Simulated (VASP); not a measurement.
# SrCl2 (Fm-3m) in VASP: notebook, part 2 of 2

VASP 6.6.1. The steps go on from the part before.

### 4 Single point, PBE

Input file INCAR:

```
  PREC = Accurate
  ENCUT = 520
  EDIFF = 1E-7
  ISMEAR = -5
  SIGMA = 0.1
  LREAL = F
  LASPH = T
  NELM = 60
  ALGO = Normal
  ISIF = 2
  LWAVE = F
  LCHARG = F
  GGA = PE
  NBANDS = 19
```

Input file KPOINTS:

```
Automatic mesh
0
Gamma
  4 4 4
```

Input file POSCAR:

```
SrCl2
1.0
    0.0000000000      3.4976509443      3.4976509443
    3.4976509443      0.0000000000      3.4976509443
    3.4976509443      3.4976509443      0.0000000000
Sr Cl
1 2
Direct
    0.0000000000      0.0000000000      0.0000000000
    0.2500000000      0.2500000000      0.2500000000
    0.7500000000      0.7500000000      0.7500000000
```

Potentials or basis: VASP PAW PBE potentials, release 64 (Sr_sv, Cl).

Command:

```console
> cat potpaw_PBE.64/Sr_sv/POTCAR potpaw_PBE.64/Cl/POTCAR > POTCAR
> mpirun -np 1 vasp_std > vasp.out
```

OUTCAR:

```text
PREC = Accurate
   ENCUT = 520
   EDIFF = 1E-7
   ISMEAR = -5
   LREAL = F
   LASPH = T
   NELM = 60
   ISIF = 2
   GGA = PE

 ion  position               nearest neighbor table
   1  0.000  0.000  0.000-   3 3.03   3 3.03   3 3.03   2 3.03   3 3.03   2 3.03   2 3.03   2 3.03

   2  0.250  0.250  0.250-   1 3.03   1 3.03   1 3.03   1 3.03
   3  0.750  0.750  0.750-   1 3.03   1 3.03   1 3.03   1 3.03

  LATTYP: Found a face centered cubic cell.
 ALAT       =     6.9953018886

  Lattice vectors:

 A1 = (   0.0000000000,   3.4976509443,   3.4976509443)
 A2 = (   3.4976509443,   0.0000000000,   3.4976509443)
 A3 = (   3.4976509443,   3.4976509443,   0.0000000000)

Analysis of symmetry for initial positions (statically):
=====================================================================
 Subroutine PRICEL returns:
 Original cell was already a primitive cell.

 Routine SETGRP: Setting up the symmetry group for a
 face centered cubic supercell.

 Subroutine GETGRP returns: Found 48 space group operations
 (whereof 48 operations were pure point group operations)
 out of a pool of 48 trial point group operations.

[... 149 lines left out ...]

 E-fermi :   0.1602     XC(G=0):  -8.2485

 val. band max:        0.1004848787   @ k =   0.5000   0.5000   0.0000
 cond. band min:       5.4077231045   @ k =   0.0000   0.0000   0.0000
 fundamental gap:      5.3072382259
 Fermi energy:         0.1601753982

 k-point     1 :       0.0000    0.0000    0.0000
  band No.  band energies     occupation
      1     -32.8130      2.00000
      2     -14.8011      2.00000
      3     -14.8011      2.00000
      4     -14.8011      2.00000
      5     -13.1801      2.00000
      6     -12.3464      2.00000
[... 153 lines left out ...]
      6     -12.5377      2.00000
[... 11 lines left out ...]
     18       9.5339      0.00000
     19      10.7111      0.00000

------------------------ aborting loop because EDIFF is reached ----------------------------------------

  FORCE on cell =-STRESS in cart. coord.  units (eV):
  Direction    XX          YY          ZZ          XY          YZ          ZX
  --------------------------------------------------------------------------------------
  -------------------------------------------------------------------------------------
  Total        0.4137652      0.4137652      0.4137652      0.0000000      0.0000000      0.0000000
  in kB        7.7464924      7.7464924      7.7464924      0.0000000      0.0000000      0.0000000
  external PRESSURE =       7.7464924 kB  Pullay stress =       0.0000000 kB

 VOLUME and BASIS-vectors are now :
 -----------------------------------------------------------------------------
  energy-cutoff  :      520.00
  volume of cell :       85.58
      direct lattice vectors                 reciprocal lattice vectors
     0.000000000  3.497650944  3.497650944    -0.142953087  0.142953087  0.142953087
     3.497650944  0.000000000  3.497650944     0.142953087 -0.142953087  0.142953087
     3.497650944  3.497650944  0.000000000     0.142953087  0.142953087 -0.142953087

 POSITION                                       TOTAL-FORCE (eV/Angst)
 -----------------------------------------------------------------------------------
      0.00000      0.00000      0.00000         0.000000      0.000000      0.000000
      1.74883      1.74883      1.74883         0.000000      0.000000      0.000000
      5.24648      5.24648      5.24648        -0.000000     -0.000000     -0.000000
 -----------------------------------------------------------------------------------
    total drift:                               -0.000000     -0.000000      0.000000

  FREE ENERGIE OF THE ION-ELECTRON SYSTEM (eV)
  ---------------------------------------------------
  free  energy   TOTEN  =       -12.7864178269 eV

  energy  without entropy=      -12.7864178269  energy(sigma->0) =      -12.78641783
```

OSZICAR:

```text
N       E                     dE             d eps       ncg     rms          rms(c)
DAV:   1     0.140323170402E+03    0.14032E+03   -0.11579E+04   304   0.114E+03
DAV:   2    -0.385916214589E+01   -0.14418E+03   -0.14116E+03   387   0.222E+02
DAV:   3    -0.127358624255E+02   -0.88767E+01   -0.88451E+01   378   0.550E+01
DAV:   4    -0.130633850805E+02   -0.32752E+00   -0.32719E+00   536   0.877E+00
DAV:   5    -0.130658238580E+02   -0.24388E-02   -0.24387E-02   402   0.786E-01    0.127E+01
DAV:   6    -0.127680619030E+02    0.29776E+00   -0.59657E-01   340   0.431E+00    0.816E+00
DAV:   7    -0.127776380730E+02   -0.95762E-02   -0.36203E-01   401   0.360E+00    0.215E+00
DAV:   8    -0.127839825892E+02   -0.63445E-02   -0.54381E-02   347   0.129E+00    0.414E-01
DAV:   9    -0.127849163569E+02   -0.93377E-03   -0.20142E-03   370   0.266E-01    0.149E-01
DAV:  10    -0.127863032266E+02   -0.13869E-02   -0.99618E-04   328   0.184E-01    0.368E-02
DAV:  11    -0.127863939425E+02   -0.90716E-04   -0.58887E-05   374   0.434E-02    0.424E-02
DAV:  12    -0.127864161038E+02   -0.22161E-04   -0.20817E-05   331   0.231E-02    0.309E-03
DAV:  13    -0.127864178766E+02   -0.17728E-05   -0.19241E-06   397   0.745E-03    0.439E-03
DAV:  14    -0.127864178269E+02    0.49692E-07   -0.44498E-07   299   0.411E-03
   1 F= -.12786418E+02 E0= -.12786418E+02  d E =0.000000E+00
```

stdout:

```text
POSCAR found type information on POSCAR SrCl
 POSCAR found :  2 types and       3 ions
 scaLAPACK will be used
 LDA part: xc-table for (Slater+PW92), standard interpolation
 POSCAR, INCAR and KPOINTS ok, starting setup
 FFT: planning ... GRIDC
 FFT: planning ... GRID_SOFT
 FFT: planning ... GRID
 WAVECAR not read
 entering main loop
```

Wall time 26 s (1 thread of Intel Xeon Platinum 8259CL at 2.50GHz (Skylake/Cascade Lake), shared host); peak memory 0.23 GiB.

Results:

* Free energy: -12.7864 eV
* Pressure: 0.8 GPa
* Band gap on the k mesh: 5.31 eV, indirect (least direct gap 5.51 eV)

Levels at points of the mesh, in eV from the valence-band top:
```tsv
k point	band 8	band 9	band 10	band 11	band 12	band 13	band 14	band 15	band 16	band 17
(0.00, 0.00, 0.00)	-2.10	-2.10	-0.33	-0.33	-0.33	5.31	6.10	6.10	9.02	9.02
(0.50, 0.00, 0.00)	-1.54	-1.48	-1.30	-1.04	-1.04	6.70	6.70	7.48	7.86	8.58
(0.50, 0.50, 0.00)	-1.86	-1.86	-0.40	-0.40	0.00	5.51	7.02	7.58	7.98	7.98
```

A k mesh can miss the band edges. PBE gaps usually lie below the measured ones, often by a third to a half.

### 5 Single point, PBE

Input file INCAR:

```
SYSTEM = SrCl2
PREC = Accurate
ENCUT = 520
EDIFF = 1E-7
ISMEAR = 0
SIGMA = 0.01
LREAL = .False.
LASPH = .True.
NELM = 60
ALGO = Normal
ISIF = 2
LWAVE = .False.
LCHARG = .False.
GGA = PE
NBANDS = 19
```

Input file KPOINTS:

```
regular mesh
0
Gamma
  4 4 4
  0 0 0
```

POSCAR is that of step 4.

Potentials or basis: VASP PAW PBE potentials, release 64 (Sr_sv, Cl).

Command:

```console
> cat potpaw_PBE.64/Sr_sv/POTCAR potpaw_PBE.64/Cl/POTCAR > POTCAR
> mpirun -np 1 vasp_std > vasp.out
```

OUTCAR:

```text
SYSTEM = SrCl2
   PREC = Accurate
   ENCUT = 520
   EDIFF = 1E-7
   ISMEAR = 0
   LREAL = .False.
   LASPH = .True.
   NELM = 60
   ISIF = 2
   GGA = PE

 ion  position               nearest neighbor table
   1  0.000  0.000  0.000-   3 3.03   3 3.03   3 3.03   2 3.03   3 3.03   2 3.03   2 3.03   2 3.03

   2  0.250  0.250  0.250-   1 3.03   1 3.03   1 3.03   1 3.03
   3  0.750  0.750  0.750-   1 3.03   1 3.03   1 3.03   1 3.03

  LATTYP: Found a face centered cubic cell.
 ALAT       =     6.9953018886

  Lattice vectors:

 A1 = (   0.0000000000,   3.4976509443,   3.4976509443)
 A2 = (   3.4976509443,   0.0000000000,   3.4976509443)
 A3 = (   3.4976509443,   3.4976509443,   0.0000000000)

Analysis of symmetry for initial positions (statically):
=====================================================================
 Subroutine PRICEL returns:
 Original cell was already a primitive cell.

 Routine SETGRP: Setting up the symmetry group for a
 face centered cubic supercell.

 Subroutine GETGRP returns: Found 48 space group operations
 (whereof 48 operations were pure point group operations)
 out of a pool of 48 trial point group operations.

The static configuration has the point symmetry O_h .
[... 146 lines left out ...]

 E-fermi :   0.1602     XC(G=0):  -8.2485

 val. band max:        0.1004848786   @ k =   0.5000   0.5000   0.0000
 cond. band min:       5.4077231045   @ k =   0.0000   0.0000   0.0000
 fundamental gap:      5.3072382259
 Fermi energy:         0.1601753982

 k-point     1 :       0.0000    0.0000    0.0000
  band No.  band energies     occupation
      1     -32.8130      2.00000
      2     -14.8011      2.00000
      3     -14.8011      2.00000
      4     -14.8011      2.00000
      5     -13.1801      2.00000
      6     -12.3464      2.00000
[... 153 lines left out ...]
      6     -12.5377      2.00000
[... 11 lines left out ...]
     18       9.5339      0.00000
     19      10.7111      0.00000

------------------------ aborting loop because EDIFF is reached ----------------------------------------

  FORCE on cell =-STRESS in cart. coord.  units (eV):
  Direction    XX          YY          ZZ          XY          YZ          ZX
  --------------------------------------------------------------------------------------
  -------------------------------------------------------------------------------------
  Total        0.4137651      0.4137651      0.4137651     -0.0000000      0.0000000      0.0000000
  in kB        7.7464922      7.7464922      7.7464922     -0.0000000      0.0000000      0.0000000
  external PRESSURE =       7.7464922 kB  Pullay stress =       0.0000000 kB

 VOLUME and BASIS-vectors are now :
 -----------------------------------------------------------------------------
  energy-cutoff  :      520.00
  volume of cell :       85.58
      direct lattice vectors                 reciprocal lattice vectors
     0.000000000  3.497650944  3.497650944    -0.142953087  0.142953087  0.142953087
     3.497650944  0.000000000  3.497650944     0.142953087 -0.142953087  0.142953087
     3.497650944  3.497650944  0.000000000     0.142953087  0.142953087 -0.142953087

 POSITION                                       TOTAL-FORCE (eV/Angst)
 -----------------------------------------------------------------------------------
      0.00000      0.00000      0.00000         0.000000      0.000000     -0.000000
      1.74883      1.74883      1.74883        -0.000000     -0.000000     -0.000000
      5.24648      5.24648      5.24648         0.000000      0.000000      0.000000
 -----------------------------------------------------------------------------------
    total drift:                               -0.000000     -0.000000      0.000000

  FREE ENERGIE OF THE ION-ELECTRON SYSTEM (eV)
  ---------------------------------------------------
  free  energy   TOTEN  =       -12.7864178270 eV

  energy  without entropy=      -12.7864178270  energy(sigma->0) =      -12.78641783
```

Wall time 31 s (1 thread of Intel Xeon Platinum 8259CL at 2.50GHz (Skylake/Cascade Lake), shared host); peak memory 0.23 GiB.

What came out:

* Free energy: -12.7864 eV
* Pressure: 0.8 GPa
* Band gap on the k mesh: 5.31 eV, indirect (least direct gap 5.51 eV)

Levels at points of the mesh, in eV from the valence-band top:
| k point | band 9 | band 10 | band 11 | band 12 | band 13 | band 14 | band 15 | band 16 |
| --- | --- | --- | --- | --- | --- | --- | --- | --- |
| (0.00, 0.00, 0.00) | -2.10 | -0.33 | -0.33 | -0.33 | 5.31 | 6.10 | 6.10 | 9.02 |
| (0.50, 0.00, 0.00) | -1.48 | -1.30 | -1.04 | -1.04 | 6.70 | 6.70 | 7.48 | 7.86 |
| (0.50, 0.50, 0.00) | -1.86 | -0.40 | -0.40 | 0.00 | 5.51 | 7.02 | 7.58 | 7.98 |

### 6 The runs side by side

| k mesh | smearing | gap on the mesh (eV) | pressure (GPa) |
| --- | --- | --- | --- |
| 2 × 2 × 2 | gaussian 0.01 eV | 5.30 | 1.0 |
| 4 × 4 × 4 | gaussian 0.01 eV | 5.31 | 0.8 |
| 4 × 4 × 4 | tetrahedron | 5.31 | 0.8 |

Alike in all rows: task single point; level PBE; potentials or basis VASP PAW PBE potentials, release 64 (Sr_sv, Cl); no spin polarisation; cell as given; cutoff (eV) 520.

Caveats: some runs use coarse meshes.

Absolute energies hang on the potentials; compare differences alone.
